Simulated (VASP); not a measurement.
The system is BaZrO3.

```xyz
5
Lattice="4.1913 0.0000 0.0000 0.0000 4.1913 0.0000 0.0000 0.0000 4.1913" Properties=species:S:1:pos:R:3 pbc="T T T"
Ba    0.0000    0.0000    0.0000
Zr    2.0957    2.0957    2.0957
O     0.0000    2.0957    2.0957
O     2.0957    0.0000    2.0957
O     2.0957    2.0957    0.0000
```

```yaml
Program: VASP 6.6.1
Task: relaxation of cell and atoms
Functional: PBE
Potentials_or_basis: VASP PAW PBE potentials, release 64 (Ba_sv, Zr_sv, O)
Cutoff: 600 eV
k_mesh: 6 × 6 × 6
Occupations: gaussian, width 0.02 eV
Spin: no spin polarisation
```

At the start: pressure 4.9 GPa; volume 14.73 Å³/atom.

How do energy, volume and symmetry change on relaxing?

Over 3 steps the energy falls by 6.9 meV/atom and the volume is 15.19 Å³/atom (+3.2 %); space group Pm-3m (No. 221, to 0.05 Å).

Step by step:
```
step  energy change (eV)  largest force (eV/Å)  pressure (GPa)  volume (Å³)
   1              0.0000                0.0000            4.94        73.63
   2              0.0050                0.0000           -4.70        78.57
   3             -0.0347                0.0000           -0.01        75.96
```

Final structure:
```
CELL_PARAMETERS angstrom
4.23510 0.00000 0.00000
0.00000 4.23510 0.00000
0.00000 0.00000 4.23510
ATOMIC_POSITIONS crystal
Ba 0.00000 0.00000 0.00000
Zr 0.50000 0.50000 0.50000
O 0.00000 0.50000 0.50000
O 0.50000 0.00000 0.50000
O 0.50000 0.50000 0.00000
```
